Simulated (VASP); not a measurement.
Wanted: the native input for a VASP 6.6.1 run.

* Task: single point
* Functional: r2SCAN
* Potentials or basis: VASP PAW PBE potentials, release 64 (Cu, La, Te)
* Cutoff: 520 eV
* k mesh: 6 × 6 × 6
* Occupations: gaussian, width 0.01 eV
* Spin: no spin polarisation
* Dipole correction: no
* Further INCAR settings: ALGO = Normal; EDIFF = 1e-06; NBANDS = 25

Crystal: LaCuTe2.

```
Cu La Te
1.0
     2.17074    1.25328    6.94861
    -2.17074    1.25328    6.94861
     0.00000   -2.50655    6.94861
Cu La Te
1 1 2
Direct
  0.00000 0.00000 0.00000
  0.50000 0.50000 0.50000
  0.26180 0.26180 0.26180
  0.73820 0.73820 0.73820
```

This cell differs from its parent crystal: epitaxial xy strain -3.0%.

The input as run:

POSCAR

```
LaCuTe2
1.0
    2.1707361528      1.2532751022      6.9486086343
   -2.1707361528      1.2532751022      6.9486086343
    0.0000000000     -2.5065502043      6.9486086343
Cu La Te
1 1 2
Direct
    1.0000000000      0.0000000000      0.0000000000
    0.5000000000      0.5000000000      0.5000000000
    0.2617983427      0.2617983427      0.2617983427
    0.7382016573      0.7382016573      0.7382016573
```

INCAR.step1

```
PREC     = Accurate       # precision mode
ENCUT    = 520            # plane-wave cutoff, eV
ISMEAR   = 0              # smearing method
SIGMA    = 0.01           # smearing width, eV
LREAL    = False          # projectors in reciprocal space
LASPH    = True           # aspherical terms in the spheres
NELM     = 100            # most SCF steps
NBANDS   = 25             # bands
GGA      = PE             # functional
ALGO     = Normal         # electronic algorithm
EDIFF    = 1E-4           # SCF threshold, eV
LWAVE    = True           # write WAVECAR
LCHARG   = False          # write CHGCAR
```

INCAR.step2

```
PREC     = Accurate       # precision mode
ENCUT    = 520            # plane-wave cutoff, eV
EDIFF    = 1E-6           # SCF threshold, eV
ISMEAR   = 0              # smearing method
SIGMA    = 0.01           # smearing width, eV
LREAL    = False          # projectors in reciprocal space
LASPH    = True           # aspherical terms in the spheres
NELM     = 100            # most SCF steps
ALGO     = Normal         # electronic algorithm
ISIF     = 2              # what is computed and relaxed
LWAVE    = False          # write WAVECAR
LCHARG   = False          # write CHGCAR
METAGGA  = R2SCAN         # meta-GGA
LMIXTAU  = True         
NBANDS   = 25             # bands
ISTART   = 1
```

KPOINTS

```
Automatic mesh
0
Gamma
  6 6 6
```

Potentials or basis: VASP PAW PBE potentials, release 64 (Cu, La, Te).

The run is started by

```bash
$ cat potpaw_PBE.64/Cu/POTCAR potpaw_PBE.64/La/POTCAR potpaw_PBE.64/Te/POTCAR > POTCAR
$ cp INCAR.step1 INCAR
$ mpirun -np 1 vasp_std > vasp.out
$ cp INCAR.step2 INCAR
$ mpirun -np 1 vasp_std > vasp.out
```

Results of the run:

```yaml
Pressure: 1.7 GPa
Largest_force: 0.013 eV/Å
Band_gap_on_the_k_mesh: 0.68 eV (least direct gap 1.25 eV)
```

Caveat: the cell differs from its parent crystal (epitaxial xy strain -3.0%); the PAW data sets were made with another functional, which shifts forces and pressure a little; spin-orbit coupling is left out, which moves the levels of the heavy elements.

Run time: 11 min on 1 thread of Intel(R) Xeon(R) 6975P-C (Granite Rapids) (shared host), peak memory 0.55 GiB.
